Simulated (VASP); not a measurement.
Runs of VASP 6.6.1 on Zn. The structure is that of space group P6_3/mmc (No. 194), or close to it. The cells are those of the table. 

```csv
task,cell,gap on the mesh (eV),pressure (GPa)
electric field gradients,"a = 2.556, b = 2.556, c = 5.093 Å, angles 90.0, 90.0, 120.0°, 2 atoms",none,6.9
electric field gradients,"a = 2.609, b = 2.609, c = 5.195 Å, angles 90.0, 90.0, 120.0°, 2 atoms",none,1.3
single point,"a = 2.609, b = 2.609, c = 5.195 Å, angles 90.0, 90.0, 120.0°, 2 atoms",none,1.3
single point,"a = 2.556, b = 2.556, c = 5.093 Å, angles 90.0, 90.0, 120.0°, 2 atoms",none,7.0
single point,"a = 2.635, b = 2.635, c = 5.093 Å, angles 90.0, 90.0, 120.0°, 2 atoms",none,(a)
```

Alike in all rows: level PBE; potentials or basis VASP PAW PBE potentials, release 64 (Zn); no spin polarisation; k mesh 18 × 18 × 10; cutoff (eV) 520; smearing fermi-dirac 0.08 eV.

Fill in the values left out.

(a) 0.4.

Caveats: the stress differs along the axes, from 2 to 9 GPa (at least some runs).

A gap of «none» marks levels without a gap at the run's occupations.
